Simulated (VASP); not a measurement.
A run of VASP 6.6.1:

The input POSCAR:

```
C
1.0
    2.5388031358      0.0000000000      0.0000000000
   -1.2694015679      2.1986680108      0.0000000000
    0.0000000000      0.0000000000      8.2916519209
C
8
Direct
    0.6666666667      0.3333333333      0.8437500000
    0.3333333333      0.6666666667      0.3437500000
    0.6666666667      0.3333333333      0.6562500000
    0.3333333333      0.6666666667      0.1562500000
    0.0000000000      0.0000000000      0.9062500000
    0.0000000000      0.0000000000      0.4062500000
    0.0000000000      0.0000000000      0.5937500000
    0.0000000000      0.0000000000      0.0937500000
```

File INCAR.step1:

```
PREC = Accurate
ENCUT = 520
ISMEAR = -1
SIGMA = 0.05
LREAL = F
LASPH = T
NELM = 100
NBANDS = 26
GGA = PE
ALGO = Normal
EDIFF = 1E-4
LWAVE = T
LCHARG = F
```

Contents of INCAR.step2:

```
PREC = Accurate
ENCUT = 520
EDIFF = 1E-6
ISMEAR = -1
SIGMA = 0.05
LREAL = F
LASPH = T
NELM = 100
ALGO = Normal
ISIF = 2
LWAVE = F
LCHARG = F
METAGGA = R2SCAN
LMIXTAU = T
LUSE_VDW = T
IVDW_NL = 2
BPARAM = 11.95
CPARAM = 0.0093
NBANDS = 26
ISTART = 1
```

The input KPOINTS:

```
Automatic mesh
0
Gamma
  12 12 4
```

Potentials or basis: VASP PAW PBE potentials, release 64 (C).

Launch:

```bash
$ cat potpaw_PBE.64/C/POTCAR > POTCAR
$ cp INCAR.step1 INCAR
$ mpirun -np 1 vasp_std > vasp.out
$ cp INCAR.step2 INCAR
$ mpirun -np 1 vasp_std > vasp.out
```

Hardware: 1 thread of Intel(R) Xeon(R) 6975P-C (Granite Rapids), with other jobs on the host.

**Question.** Estimate the wall time of this run.

**Answer.** Wall time 2.5 min on 1 thread of Intel(R) Xeon(R) 6975P-C (Granite Rapids), on a shared host, peak memory 0.29 GiB. Counts: k points 57.
